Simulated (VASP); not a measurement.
# Li (P6_3/mmc) in VASP: notebook

Li is run at these levels: PBE; tasks: relaxation of cell and atoms, single point.

Program: VASP 6.6.1. These are calculated values, not measurements. Logs are shortened: lines on timing, memory, paths and dates and some standing lists are left out, and cuts for length are marked.

## (1) The cell of the first run

The structure is hexagonal, space group P6_3/mmc (No. 194). Conventional cell: a = 2.598 Å, b = 2.598 Å, c = 4.208 Å, α = 90.00°, β = 90.00°, γ = 120.00°. Li (site symmetry -6m2) has 12 Li at 2.58 to 2.60 Å within 3.4 Å.

## (2) Relaxation of cell and atoms, PBE, target pressure 16 GPa, at which the enthalpy is minimised

Contents of INCAR:

```
SYSTEM = Li
PREC     = Accurate       ! precision mode
ENCUT    = 600            ! plane-wave cutoff, eV
EDIFF    = 1E-6           ! SCF threshold, eV
ISMEAR   = -1             ! smearing method
SIGMA    = 0.08           ! smearing width, eV
LREAL    = .False.        ! projectors in reciprocal space
LASPH    = .True.         ! aspherical terms in the spheres
NELM     = 100            ! most SCF steps
ALGO     = Normal         ! electronic algorithm
ISIF     = 3              ! what is computed and relaxed
LWAVE    = .False.        ! write WAVECAR
LCHARG   = .False.        ! write CHGCAR
GGA      = PE             ! functional
IBRION   = 2              ! ionic algorithm
NSW      = 60             ! ionic steps
EDIFFG   = -0.005         ! ionic threshold
PSTRESS  = 160.0
```

Contents of KPOINTS:

```
Automatic mesh
0
Gamma
  17 17 9
  0 0 0
```

Contents of POSCAR:

```
Li
1.0
    2.5976850221      0.0000000000      0.0000000000
   -1.2988425110      2.2496612202      0.0000000000
    0.0000000000      0.0000000000      4.2082497358
Li
2
Direct
    0.3333333333      0.6666666667      0.2500000000
    0.6666666667      0.3333333333      0.7500000000
```

Potentials or basis: VASP PAW PBE potentials, release 64 (Li_sv).

Launch:

```
cat potpaw_PBE.64/Li_sv/POTCAR > POTCAR
mpirun -np 1 vasp_std > vasp.out
```

OUTCAR:

```text
SYSTEM = Li
   PREC = Accurate
   ENCUT = 600
   EDIFF = 1E-6
   ISMEAR = -1
   LREAL = .False.
   LASPH = .True.
   NELM = 100
   ISIF = 3
   GGA = PE
   IBRION = 2
   NSW = 60
   EDIFFG = -0.005
   PSTRESS = 160.0

 ion  position               nearest neighbor table
   1  0.333  0.667  0.250-   2 2.58   2 2.58   2 2.58   2 2.58   2 2.58   2 2.58
   2  0.667  0.333  0.750-   1 2.58   1 2.58   1 2.58   1 2.58   1 2.58   1 2.58

  LATTYP: Found a hexagonal cell.
 ALAT       =     2.5976850221
 C/A-ratio  =     1.6200000000

  Lattice vectors:

 A1 = (   2.5976850221,   0.0000000000,   0.0000000000)
 A2 = (  -1.2988425110,   2.2496612202,   0.0000000000)
 A3 = (   0.0000000000,   0.0000000000,   4.2082497358)

Analysis of symmetry for initial positions (statically):
=====================================================================
 Subroutine PRICEL returns:
 Original cell was already a primitive cell.

 Routine SETGRP: Setting up the symmetry group for a
 hexagonal supercell.

 Subroutine GETGRP returns: Found 24 space group operations
 (whereof 12 operations were pure point group operations)
 out of a pool of 24 trial point group operations.

The static configuration has the point symmetry D_3d.
 The point group associated with its full space group is D_6h.

Analysis of symmetry for dynamics (positions and initial velocities):
=====================================================================
 Subroutine PRICEL returns:
 Original cell was already a primitive cell.

 Routine SETGRP: Setting up the symmetry group for a
 hexagonal supercell.

 Subroutine GETGRP returns: Found 24 space group operations
 (whereof 12 operations were pure point group operations)
 out of a pool of 24 trial point group operations.

The dynamic configuration has the point symmetry D_3d.
 The point group associated with its full space group is D_6h.

 Subroutine INISYM returns: Found 24 space group operations
 (whereof 12 operations are pure point group operations),
 and found     1 'primitive' translations

----------------------------------------------------------------------------------------

                                     Primitive cell

  volume of cell :      24.5926

  direct lattice vectors                    reciprocal lattice vectors
     2.597685022  0.000000000  0.000000000     0.384958142  0.222255687  0.000000000
    -1.298842511  2.249661220  0.000000000     0.000000000  0.444511374  0.000000000
     0.000000000  0.000000000  4.208249736     0.000000000  0.000000000  0.237628483

  length of vectors
     2.597685022  2.597685022  4.208249736     0.444511374  0.444511374  0.237628483

  position of ions in fractional coordinates (direct lattice)
     0.333333333  0.666666667  0.250000000
     0.666666667  0.333333333  0.750000000

  ion indices of the primitive-cell ions
   primitive index   ion index
                 1           1
                 2           2

----------------------------------------------------------------------------------------

 KPOINTS: Automatic mesh

Automatic generation of k-mesh.
 Grid dimensions read from file:
 generate k-points for:   17   17    9

 Generating k-lattice:

  Cartesian coordinates                     Fractional coordinates (reciprocal lattice)
     0.022644597  0.013073864  0.000000000     0.058823529 -0.000000000  0.000000000
     0.000000000  0.026147728  0.000000000     0.000000000  0.058823529  0.000000000
     0.000000000  0.000000000  0.026403165     0.000000000  0.000000000  0.111111111

  Length of vectors
     0.026147728  0.026147728  0.026403165

  Shift w.r.t. Gamma in fractional coordinates (k-lattice)
     0.000000000  0.000000000  0.000000000

 Subroutine IBZKPT returns following result:
 ===========================================

 Found    165 irreducible k-points:

 Following reciprocal coordinates:
            Coordinates               Weight
  0.000000  0.000000  0.000000      1.000000
  0.058824  0.000000  0.000000      6.000000
  0.117647  0.000000  0.000000      6.000000
  0.176471 -0.000000  0.000000      6.000000
  0.235294  0.000000  0.000000      6.000000
  0.294118  0.000000  0.000000      6.000000
[... 16 lines left out ...]
  0.411765  0.117647  0.000000     12.000000
  0.176471  0.176471  0.000000      6.000000
 [... further k-points ...]
   k-points           NKPTS =    165   k-points in BZ     NKDIM =    165   number of bands    NBANDS=      7
   number of dos      NEDOS =    301   number of ions     NIONS =      2
   total plane-waves  NPLWV =  20736
   dimension x,y,z NGX =    24 NGY =   24 NGZ =   36
   dimension x,y,z NGXF=    48 NGYF=   48 NGZF=   72
   ions per type =               2
   NGX,Y,Z   is equivalent  to a cutoff of  15.36, 15.36, 14.22 a.u.
   NGXF,Y,Z  is equivalent  to a cutoff of  30.72, 30.72, 28.44 a.u.
 SYSTEM =  Li
   PREC   = accura    normal or accurate (medium, high low for compatibility)
   ISTART =      0    job   : 0-new  1-cont  2-samecut
   ICHARG =      2    charge: 1-file 2-atom 10-const
   ISPIN  =      1    spin polarized calculation?
   LNONCOLLINEAR =      F non collinear calculations
   LSORBIT =      F    spin-orbit coupling
   LASPH  =      T    aspherical Exc in radial PAW
   ENCUT  =  600.0 eV  44.10 Ry    6.64 a.u.   5.19  5.19  8.40*2*pi/ulx,y,z
   NELM   =    100;   NELMIN=  2; NELMDL= -5     # of ELM steps
   EDIFF  = 0.1E-05   stopping-criterion for ELM
   LREAL  =      F    real-space projection
   EDIFFG = -.5E-02   stopping-criterion for IOM
   NSW    =     60    number of steps for IOM
   IBRION =      2    ionic relax: 0-MD 1-quasi-New 2-CG
   NFREE  =      1    steps in history (QN), initial steepest desc. (CG)
   ISIF   =      3    stress and relaxation
   ISYM   =      2    0-nonsym 1-usesym 2-fastsym
   POTIM  = 0.5000    time-step for ionic-motion
   TEBEG  =    0.0;   TEEND  =   0.0 temperature during run
   PSTRESS=  160.0 pullay stress
   NELECT =       6.0000    total number of electrons
   NUPDOWN=      -1.0000    fix difference up-down
   EMIN   =  10.00;   EMAX   =-10.00  energy-range for DOS
   EFERMI =   0.00;   METHOD = LEGACY
   ISMEAR =    -1;   SIGMA  =   0.08  broadening in eV -4-tet -1-fermi 0-gaus
   EFERMI_NEDOS =   21; number of points for ismear=-14 and -15
   IALGO  =     38    algorithm
   IMIX   =      4    mixing-type and parameters
     AMIX     =   0.40;   BMIX     =  1.00
     AMIX_MAG =   1.60;   BMIX_MAG =  1.00
  volume/ion in A,a.u.               =      12.30        82.98
  Fermi-wavevector in a.u.,A,eV,Ry     =   1.022956  1.933106 14.237661  1.046439
  Thomas-Fermi vector in A             =   2.156663
   LORBIT       =      0    0 simple, 1 ext, 2 COOP (PROOUT), +10 PAW based schemes
   GGA     = PE    functional components
   LHFCALC =     F    Hartree Fock is set to
   AEXX    =    0.0000 exact exchange contribution
   IVDW    =     0    specifies the selected vdW correction
   LEPSILON=     F    determine dielectric tensor
   LRPA    =     F    only Hartree local field effects (RPA)
 conjugate gradient relaxation of ions
 non-spin polarized calculation
  energy-cutoff  :      600.00
  volume of cell :       24.59
 maximum number of plane-waves:       837
 NGX is ok and might be reduce to    24
   NGX = 11   NGY = 11   NGZ = 17

--------------------------------------- Ionic step        1  -------------------------------------------

 number of electron       6.0000009 magnetization

 Free energy of the ion-electron system (eV)
  ---------------------------------------------------
  ext. energy  EPLUGINS =         0.00000000
  ---------------------------------------------------
  free energy    TOTEN  =        -3.27168821 eV

  energy without entropy =       -3.25274402  energy(sigma->0) =       -3.26221611

------------------------ aborting loop because EDIFF is reached ----------------------------------------

  FORCE on cell =-STRESS in cart. coord.  units (eV):
  Direction    XX          YY          ZZ          XY          YZ          ZX
  --------------------------------------------------------------------------------------
  -------------------------------------------------------------------------------------
  Total        2.3827321      2.3827321      2.4360238      0.0000000     -0.0000000      0.0000000
  in kB      155.2317947    155.2317947    158.7036810      0.0000000     -0.0000000      0.0000000
  external PRESSURE =      -3.6109098 kB  Pullay stress =     160.0000000 kB
[... 175 lines left out ...]
  enthalpy is  TOTEN    =        -0.8161435008 eV   P V=        2.4392806478

--------------------------------------- Ionic step        6  -------------------------------------------

 number of electron       6.0000007 magnetization

 Free energy of the ion-electron system (eV)
  ---------------------------------------------------
  ext. energy  EPLUGINS =         0.00000000
  ---------------------------------------------------
  free energy    TOTEN  =        -3.25727494 eV

  energy without entropy =       -3.23791988  energy(sigma->0) =       -3.24759741

 E-fermi :   2.3883     XC(G=0):  -8.4025

 val. band max:        2.3438067229   @ k =   0.4118   0.1176   0.1111
 cond. band min:       2.4218961068   @ k =   0.2941   0.1176   0.4444
 fundamental gap:      0.0780893839
 Fermi energy:         2.3882761570

 k-point     1 :       0.0000    0.0000    0.0000
  band No.  band energies     occupation
      1     -43.4471      2.00000
      2     -43.3339      2.00000
      3      -1.6729      2.00000
      4       2.0221      1.97964
      5       7.3736      0.00000
      6      20.2063      0.00000
      7      20.2063      0.00000
[... 221 lines left out ...]
 k-point    24 :       0.1765    0.1765    0.0000
  band No.  band energies     occupation
      1     -43.3724      2.00000
      2     -43.3025      2.00000
      3       0.0245      2.00000
      4       4.7902      0.00000
      5       7.0351      0.00000
      6      11.2070      0.00000
      7      14.0129      0.00000

 [... further k-points ...]
[... 5 lines left out ...]
  --------------------------------------------------------------------------------------
  -------------------------------------------------------------------------------------
  Total        2.4411127      2.4411127      2.4314411      0.0000000      0.0000000      0.0000000
  in kB      160.0012950    160.0012950    159.3673758      0.0000000      0.0000000      0.0000000
  external PRESSURE =      -0.2100114 kB  Pullay stress =     160.0000000 kB
[... 17 lines left out ...]
  FREE ENERGIE OF THE ION-ELECTRON SYSTEM (eV)
  ---------------------------------------------------
  free  energy   TOTEN  =        -3.2572749369 eV

  energy  without entropy=       -3.2379198772  energy(sigma->0) =       -3.24759741

  enthalpy is  TOTEN    =        -0.8161819594 eV   P V=        2.4410929775

 reached required accuracy - stopping structural energy minimisation
```

Wall time 33 s (1 thread of Intel Xeon 6975P-C (Granite Rapids), shared host); peak memory 0.15 GiB.

Results:

```yaml
Free_energy: -3.2573 eV
Relaxed_volume: 12.22 Å³/atom
Relaxed_cell: a = 2.578 Å, b = 2.578 Å, c = 4.247 Å, α = 90.00°, β = 90.00°, γ = 120.00°
Space_group_after_relaxing_to_0.05_Å: P6_3/mmc (No. 194)
Energy_change_on_relaxing_the_enthalpy_is_what_falls: +7.2 meV/atom
Ionic_steps: 6
Pressure_after_relaxing: 16.0 GPa
Band_gap_on_the_k_mesh: zero (band 3 reaches 4.85 eV, above the bottom of band 4 at -0.17 eV)
```

Step by step:
| step | energy change (eV) | largest force (eV/Å) | pressure (GPa) | volume (Å³) |
| --- | --- | --- | --- | --- |
| 1 | 0.0000 | 0.0000 | 15.64 | 24.59 |
| 2 | 0.0096 | 0.0000 | 15.87 | 24.49 |
| 3 | 0.0177 | 0.0000 | 16.06 | 24.41 |
| 4 | 0.0173 | 0.0000 | 16.05 | 24.42 |
| 5 | 0.0163 | 0.0000 | 16.02 | 24.43 |
| 6 | 0.0144 | 0.0000 | 15.98 | 24.44 |

Final structure:
```yaml
crystal:
  lattice:
    - [2.57789, 0.00000, 0.00000]
    - [-1.28894, 2.23251, 0.00000]
    - [0.00000, 0.00000, 4.24734]
  atoms:
    - { symbol: Li, position: [0.33333, 0.66667, 0.25000] }
    - { symbol: Li, position: [0.66667, 0.33333, 0.75000] }
```

Levels at points of the mesh, in eV from the Fermi level:
```csv
k point,band 1,band 2,band 3,band 4,band 5,band 6,band 7
"(0.00, 0.00, 0.00)",-45.84,-45.72,-4.06,-0.37,4.99,17.82,17.82
```

Caveat: the cutoff is under 1.25 times the usual one of these potentials, so pressure, stress and relaxed cells hold a basis-set (Pulay) error; the cell is relaxed towards a set pressure, so the enthalpy falls and the energy may rise.

## (3) Relaxation of cell and atoms, PBE, target pressure 16 GPa, at which the enthalpy is minimised

This run uses another cell than the first one, of 12.26 Å³/atom, 0.997 times its volume.

Contents of INCAR:

```
PREC = Accurate ; ENCUT = 600
EDIFF = 1E-7 ; ISMEAR = -1
SIGMA = 0.08 ; LREAL = False
LASPH = True ; NELM = 80
ALGO = Normal ; ISIF = 3
LWAVE = False ; LCHARG = False
GGA = PE ; IBRION = 2
NSW = 32 ; EDIFFG = -0.005
PSTRESS = 160.0
```

Contents of KPOINTS:

```
regular mesh
0
Gamma
  17 17 9
```

Contents of POSCAR:

```
Li
1.0
    2.5841157714      0.0000000000      0.0000000000
   -1.2920578856      2.2379099043      0.0000000000
    0.0000000000      0.0000000000      4.2408426759
Li
2
Direct
    0.3333333333      0.6666666667      0.2500000000
    0.6666666667      0.3333333333      0.7500000000
```

Potentials or basis: VASP PAW PBE potentials, release 64 (Li_sv).

Launch:

```
cat potpaw_PBE.64/Li_sv/POTCAR > POTCAR
mpirun -np 1 vasp_std > vasp.out
```

OUTCAR:

```text
PREC = Accurate
   ENCUT = 600
   EDIFF = 1E-7
   ISMEAR = -1
   LREAL = False
   LASPH = True
   NELM = 80
   ISIF = 3
   GGA = PE
   IBRION = 2
   NSW = 32
   EDIFFG = -0.005
   PSTRESS = 160.0

 ion  position               nearest neighbor table
   1  0.333  0.667  0.250-   2 2.59   2 2.59   2 2.59   2 2.59   2 2.59   2 2.59
   2  0.667  0.333  0.750-   1 2.59   1 2.59   1 2.59   1 2.59   1 2.59   1 2.59

  LATTYP: Found a hexagonal cell.
 ALAT       =     2.5841157714
 C/A-ratio  =     1.6411194587

  Lattice vectors:

 A1 = (   2.5841157714,   0.0000000000,   0.0000000000)
 A2 = (  -1.2920578856,   2.2379099043,   0.0000000000)
 A3 = (   0.0000000000,   0.0000000000,   4.2408426759)

Analysis of symmetry for initial positions (statically):
=====================================================================
 Subroutine PRICEL returns:
 Original cell was already a primitive cell.

 Routine SETGRP: Setting up the symmetry group for a
 hexagonal supercell.

 Subroutine GETGRP returns: Found 24 space group operations
 (whereof 12 operations were pure point group operations)
 out of a pool of 24 trial point group operations.

The static configuration has the point symmetry D_3d.
 The point group associated with its full space group is D_6h.
[... 171 lines left out ...]
  Total        2.4180682      2.4180682      2.4188053      0.0000000     -0.0000000      0.0000000
  in kB      157.9691932    157.9691932    158.0173450      0.0000000     -0.0000000      0.0000000
  external PRESSURE =      -2.0147562 kB  Pullay stress =     160.0000000 kB
[... 63 lines left out ...]
--------------------------------------- Ionic step        3  -------------------------------------------

 number of electron       6.0000008 magnetization

 Free energy of the ion-electron system (eV)
  ---------------------------------------------------
  ext. energy  EPLUGINS =         0.00000000
  ---------------------------------------------------
  free energy    TOTEN  =        -3.25515172 eV

  energy without entropy =       -3.23589982  energy(sigma->0) =       -3.24552577

 E-fermi :   2.3909     XC(G=0):  -8.4049

 val. band max:        2.3641318151   @ k =   0.0588   0.0588   0.0000
 cond. band min:       2.4223855024   @ k =   0.4706   0.0588   0.2222
 fundamental gap:      0.0582536872
 Fermi energy:         2.3909097820

 k-point     1 :       0.0000    0.0000    0.0000
  band No.  band energies     occupation
      1     -43.4425      2.00000
      2     -43.3274      2.00000
      3      -1.6694      2.00000
      4       2.0562      1.96997
      5       7.4154      0.00000
      6      20.1527      0.00000
      7      20.1527      0.00000
[... 221 lines left out ...]
 k-point    24 :       0.1765    0.1765    0.0000
  band No.  band energies     occupation
      1     -43.3680      2.00000
      2     -43.2971      2.00000
      3       0.0230      2.00000
      4       4.8181      0.00000
      5       7.0573      0.00000
      6      11.1786      0.00000
      7      14.0081      0.00000

 [... further k-points ...]

------------------------ aborting loop because EDIFF is reached ----------------------------------------

  FORCE on cell =-STRESS in cart. coord.  units (eV):
  Direction    XX          YY          ZZ          XY          YZ          ZX
  --------------------------------------------------------------------------------------
  -------------------------------------------------------------------------------------
  Total        2.4439033      2.4439033      2.4450047      0.0000000     -0.0000000      0.0000000
  in kB      160.3137718    160.3137718    160.3860254      0.0000000     -0.0000000      0.0000000
  external PRESSURE =       0.3378563 kB  Pullay stress =     160.0000000 kB
[... 21 lines left out ...]
  energy  without entropy=       -3.2358998200  energy(sigma->0) =       -3.24552577

  enthalpy is  TOTEN    =        -0.8160317334 eV   P V=        2.4391199840

 reached required accuracy - stopping structural energy minimisation
```

OSZICAR:

```text
N       E                     dE             d eps       ncg     rms          rms(c)
DAV:   1     0.961355354158E+01    0.96136E+01   -0.38999E+03  2317   0.967E+02
DAV:   2    -0.187051125944E+01   -0.11484E+02   -0.10815E+02  3199   0.744E+01
DAV:   3    -0.320341985096E+01   -0.13329E+01   -0.13228E+01  3178   0.358E+01
[... 23 lines left out ...]
DAV:   3    -0.325515179657E+01    0.85571E-05   -0.30750E-05  4382   0.402E-02    0.163E-02
DAV:   4    -0.325514987483E+01    0.19217E-05   -0.33307E-06  4102   0.177E-02    0.221E-03
DAV:   5    -0.325515085392E+01   -0.97909E-06   -0.22695E-07  1904   0.452E-03    0.103E-03
DAV:   6    -0.325515173280E+01   -0.87888E-06   -0.32776E-08  1302   0.205E-03    0.707E-05
DAV:   7    -0.325515171739E+01    0.15405E-07   -0.14121E-08  1295   0.160E-03
   3 F= -.81603173E+00 E0= -.80640578E+00  d E =-.504123E-04
```

Run time: 25 s. Hardware: 1 thread of Intel Xeon 6975P-C (Granite Rapids), shared host; peak memory 0.15 GiB.

Results:

| Quantity | Value |
| --- | --- |
| Free energy | -3.2552 eV |
| Relaxed volume | 12.21 Å³/atom |
| Relaxed cell | a = 2.581 Å, b = 2.581 Å, c = 4.235 Å, α = 90.00°, β = 90.00°, γ = 120.00° |
| Space group after relaxing (to 0.05 Å) | P6_3/mmc (No. 194) |
| Energy change on relaxing (the enthalpy is what falls) | +5.0 meV/atom |
| Ionic steps | 3 |
| Pressure after relaxing | 16.0 GPa |
| Band gap on the k mesh | zero (band 3 reaches 4.84 eV, above the bottom of band 4 at -0.16 eV) |

The path:
| step | energy change (eV) | largest force (eV/Å) | pressure (GPa) | volume (Å³) |
| --- | --- | --- | --- | --- |
| 1 | 0.0000 | 0.0000 | 15.80 | 24.52 |
| 2 | 0.0054 | 0.0000 | 15.93 | 24.47 |
| 3 | 0.0100 | 0.0000 | 16.03 | 24.42 |

Final structure:
```
Li
1.0
     2.58055    0.00000    0.00000
    -1.29028    2.23483    0.00000
     0.00000    0.00000    4.23514
Li
2
Direct
  0.33333 0.66667 0.25000
  0.66667 0.33333 0.75000
```

Caveat: the cutoff is under 1.25 times the usual one of these potentials, so pressure, stress and relaxed cells hold a basis-set (Pulay) error; the cell is relaxed towards a set pressure, so the enthalpy falls and the energy may rise.

[end of part 1 of 2]
